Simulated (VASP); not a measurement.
# SnO (Pmn2_1) in VASP: single point with LDA

Aim: the single point of SnO with LDA.

Program: VASP 6.6.1. These are calculated values, not measurements. Logs are shortened: lines on timing, memory, paths and dates and some standing lists are left out, and cuts for length are marked.

## Step 1: The cell of the first run

It takes space group Pmn2_1 (No. 31, orthorhombic). The conventional cell has a = 3.355 Å, b = 5.674 Å, c = 4.222 Å, α = 90.00°, β = 90.00°, γ = 90.00°. Sn (site symmetry m) has 3 O at 2.15 to 2.16 Å within 2.8 Å. Within 2.8 Å of O (site symmetry m) lie 3 Sn at 2.15 to 2.16 Å.

## Step 2: Single point, LDA

Input file INCAR:

```
SYSTEM = SnO
ALGO     = Normal         ! electronic algorithm
EDIFF    = 1E-6           ! SCF threshold, eV
ENCUT    = 520            ! plane-wave cutoff, eV
GGA      = CA             ! functional
ISIF     = 2              ! what is computed and relaxed
ISMEAR   = 0              ! smearing method
LASPH    = .TRUE.         ! aspherical terms in the spheres
LCHARG   = .FALSE.        ! write CHGCAR
LREAL    = .FALSE.        ! projectors in reciprocal space
LWAVE    = .FALSE.        ! write WAVECAR
NBANDS   = 28             ! bands
NELM     = 100            ! most SCF steps
PREC     = Accurate       ! precision mode
SIGMA    = 0.01           ! smearing width, eV
```

Input file KPOINTS:

```
k-points
0
G
  5 3 4
  0 0 0
```

Input file POSCAR:

```
SnO
1.0
    3.3550050000      0.0000000000      0.0000000000
    0.0000000000      5.6741040000      0.0000000000
    0.0000000000      0.0000000000      4.2219700000
Sn O
2 2
Direct
    0.0000000000      0.2319090000      0.5131440000
    0.5000000000      0.7680910000      0.0131440000
    0.0000000000      0.8912500000      0.7368570000
    0.5000000000      0.1087500000      0.2368570000
```

Potentials or basis: VASP PAW LDA potentials, release 64 (Sn_d, O).

Started as:

```
> cat potpaw_LDA.64/Sn_d/POTCAR potpaw_LDA.64/O/POTCAR > POTCAR
> mpirun -np 1 vasp_std > vasp.out
```

OUTCAR:

```text
SYSTEM = SnO
   EDIFF = 1E-6
   ENCUT = 520
   GGA = CA
   ISIF = 2
   ISMEAR = 0
   LASPH = .TRUE.
   LREAL = .FALSE.
   NELM = 100
   PREC = Accurate

 ion  position               nearest neighbor table
   1  0.000  0.232  0.513-   3 2.15   4 2.16   4 2.16
   2  0.500  0.768  0.013-   4 2.15   3 2.16   3 2.16
   3  0.000  0.891  0.737-   1 2.15   2 2.16   2 2.16
   4  0.500  0.109  0.237-   2 2.15   1 2.16   1 2.16

  LATTYP: Found a simple orthorhombic cell.
 ALAT       =     3.3550050000
 B/A-ratio  =     1.2584094510
 C/A-ratio  =     1.6912356315

  Lattice vectors:

 A1 = (  -3.3550050000,   0.0000000000,   0.0000000000)
 A2 = (   0.0000000000,   0.0000000000,   4.2219700000)
 A3 = (   0.0000000000,   5.6741040000,   0.0000000000)

Analysis of symmetry for initial positions (statically):
=====================================================================
 Subroutine PRICEL returns:
 Original cell was already a primitive cell.

 Routine SETGRP: Setting up the symmetry group for a
 simple orthorhombic supercell.

 Subroutine GETGRP returns: Found  4 space group operations
 (whereof  2 operations were pure point group operations)
 out of a pool of  8 trial point group operations.

The static configuration has the point symmetry C_1h.
 The point group associated with its full space group is C_2v.

Analysis of symmetry for dynamics (positions and initial velocities):
=====================================================================
 Subroutine PRICEL returns:
 Original cell was already a primitive cell.

 Routine SETGRP: Setting up the symmetry group for a
 simple orthorhombic supercell.

 Subroutine GETGRP returns: Found  4 space group operations
 (whereof  2 operations were pure point group operations)
 out of a pool of  8 trial point group operations.

The dynamic configuration has the point symmetry C_1h.
 The point group associated with its full space group is C_2v.

 Subroutine INISYM returns: Found  4 space group operations
 (whereof  2 operations are pure point group operations),
 and found     1 'primitive' translations

----------------------------------------------------------------------------------------

[... 84 lines left out ...]
   LNONCOLLINEAR =      F non collinear calculations
   LSORBIT =      F    spin-orbit coupling
   LASPH  =      T    aspherical Exc in radial PAW
   ENCUT  =  520.0 eV  38.22 Ry    6.18 a.u.   6.24 10.55  7.85*2*pi/ulx,y,z
   NELM   =    100;   NELMIN=  2; NELMDL= -5     # of ELM steps
   EDIFF  = 0.1E-05   stopping-criterion for ELM
   LREAL  =      F    real-space projection
   EDIFFG = 0.1E-04   stopping-criterion for IOM
   NSW    =      0    number of steps for IOM
   IBRION =     -1    ionic relax: 0-MD 1-quasi-New 2-CG
   NFREE  =      0    steps in history (QN), initial steepest desc. (CG)
   ISIF   =      2    stress and relaxation
   ISYM   =      2    0-nonsym 1-usesym 2-fastsym
   POTIM  = 0.5000    time-step for ionic-motion
   TEBEG  =    0.0;   TEEND  =   0.0 temperature during run
   PSTRESS=    0.0 pullay stress
   NELECT =      40.0000    total number of electrons
   NUPDOWN=      -1.0000    fix difference up-down
   EMIN   =  10.00;   EMAX   =-10.00  energy-range for DOS
   EFERMI =   0.00;   METHOD = LEGACY
   ISMEAR =     0;   SIGMA  =   0.01  broadening in eV -4-tet -1-fermi 0-gaus
   EFERMI_NEDOS =   21; number of points for ismear=-14 and -15
   IALGO  =     38    algorithm
   IMIX   =      4    mixing-type and parameters
     AMIX     =   0.40;   BMIX     =  1.00
     AMIX_MAG =   1.60;   BMIX_MAG =  1.00
  volume/ion in A,a.u.               =      20.09       135.59
  Fermi-wavevector in a.u.,A,eV,Ry     =   1.297357  2.451650 22.900458  1.683136
  Thomas-Fermi vector in A             =   2.428755
   LORBIT       =      0    0 simple, 1 ext, 2 COOP (PROOUT), +10 PAW based schemes
   GGA     = CA    functional components
   LHFCALC =     F    Hartree Fock is set to
   AEXX    =    0.0000 exact exchange contribution
   IVDW    =     0    specifies the selected vdW correction
   LEPSILON=     F    determine dielectric tensor
   LRPA    =     F    only Hartree local field effects (RPA)
 non-spin polarized calculation
 Gauss-broadening in eV      SIGMA  =   0.01
  energy-cutoff  :      520.00
  volume of cell :       80.37
 maximum number of plane-waves:      2178
 NGX is ok and might be reduce to    28
   NGX = 13   NGY = 21   NGZ = 15

 number of electron      39.9999992 magnetization

 Free energy of the ion-electron system (eV)
  ---------------------------------------------------
  ext. energy  EPLUGINS =         0.00000000
  ---------------------------------------------------
  free energy    TOTEN  =       -25.17877055 eV

  energy without entropy =      -25.17877055  energy(sigma->0) =      -25.17877055

 E-fermi :   4.5955     XC(G=0):  -9.9650

 val. band max:        4.5251817687   @ k =   0.0000   0.0000   0.0000
 cond. band min:       6.0874145420   @ k =   0.4000   0.3333   0.0000
 fundamental gap:      1.5622327733
 Fermi energy:         4.5954884813

 k-point     1 :       0.0000    0.0000    0.0000
  band No.  band energies     occupation
      1     -16.5504      2.00000
      2     -16.2440      2.00000
      3     -16.1574      2.00000
      4     -16.1335      2.00000
      5     -16.1067      2.00000
      6     -16.0730      2.00000
[... 547 lines left out ...]
     27      14.0344      0.00000
     28      14.0344      0.00000

------------------------ aborting loop because EDIFF is reached ----------------------------------------

  FORCE on cell =-STRESS in cart. coord.  units (eV):
  Direction    XX          YY          ZZ          XY          YZ          ZX
  --------------------------------------------------------------------------------------
  -------------------------------------------------------------------------------------
  Total       -3.0106484     -2.4151289     -2.3278954      0.0000000      0.0000000      0.0000000
  in kB      -60.0157190    -48.1443454    -46.4053910      0.0000000      0.0000000      0.0000000
  external PRESSURE =     -51.5218185 kB  Pullay stress =       0.0000000 kB

 VOLUME and BASIS-vectors are now :
 -----------------------------------------------------------------------------
  energy-cutoff  :      520.00
  volume of cell :       80.37
      direct lattice vectors                 reciprocal lattice vectors
     3.355005000  0.000000000  0.000000000     0.298062149  0.000000000  0.000000000
     0.000000000  5.674104000  0.000000000     0.000000000  0.176239279  0.000000000
     0.000000000  0.000000000  4.221970000     0.000000000  0.000000000  0.236856254

 POSITION                                       TOTAL-FORCE (eV/Angst)
 -----------------------------------------------------------------------------------
      0.00000      1.31588      2.16648         0.000000     -0.618185     -0.194846
      1.67750      4.35823      0.05549         0.000000      0.618185     -0.194846
      0.00000      5.05705      3.11099         0.000000      0.180881      0.194846
      1.67750      0.61706      1.00000         0.000000     -0.180881      0.194846
 -----------------------------------------------------------------------------------
    total drift:                                0.000000      0.000000      0.000033

  FREE ENERGIE OF THE ION-ELECTRON SYSTEM (eV)
  ---------------------------------------------------
  free  energy   TOTEN  =       -25.1787705535 eV

  energy  without entropy=      -25.1787705535  energy(sigma->0) =      -25.17877055
```

stdout:

```text
POSCAR found type information on POSCAR SnO
 POSCAR found :  2 types and       4 ions
 scaLAPACK will be used
 LDA part: xc-table for (Slater(with rela. corr.)+CA(PZ))
 , standard interpolation
 POSCAR, INCAR and KPOINTS ok, starting setup
 FFT: planning ... GRIDC
 FFT: planning ... GRID_SOFT
 FFT: planning ... GRID
 WAVECAR not read
 entering main loop
```

It took 20 s on 1 thread of Intel Xeon Platinum 8488C (Sapphire Rapids), shared host; peak memory 0.18 GiB.

What came out:

| Item | Value |
| --- | --- |
| Free energy | -25.1788 eV |
| Pressure | -5.2 GPa |
| Largest force | 0.648 eV/Å |
| Band gap on the k mesh | 1.56 eV, indirect (least direct gap 2.16 eV) |

Forces on the atoms (eV/Å):
```
Sn   0.000 -0.618 -0.195
Sn   0.000  0.618 -0.195
O    0.000  0.181  0.195
O    0.000 -0.181  0.195
```

Levels at points of the mesh, in eV from the valence-band top:
| k point | band 16 | band 17 | band 18 | band 19 | band 20 | band 21 | band 22 | band 23 | band 24 | band 25 |
| --- | --- | --- | --- | --- | --- | --- | --- | --- | --- | --- |
| (0.00, 0.00, 0.00) | -3.82 | -3.49 | -2.62 | -2.02 | 0.00 | 2.59 | 3.12 | 5.81 | 5.81 | 7.93 |
| (0.00, 0.00, 0.50) | -3.41 | -3.18 | -3.18 | -1.65 | -1.65 | 2.60 | 2.60 | 5.16 | 5.16 | 7.85 |

Caveat: spin-orbit coupling is left out, which moves the levels of the heavy elements. A k mesh can miss the band edges.
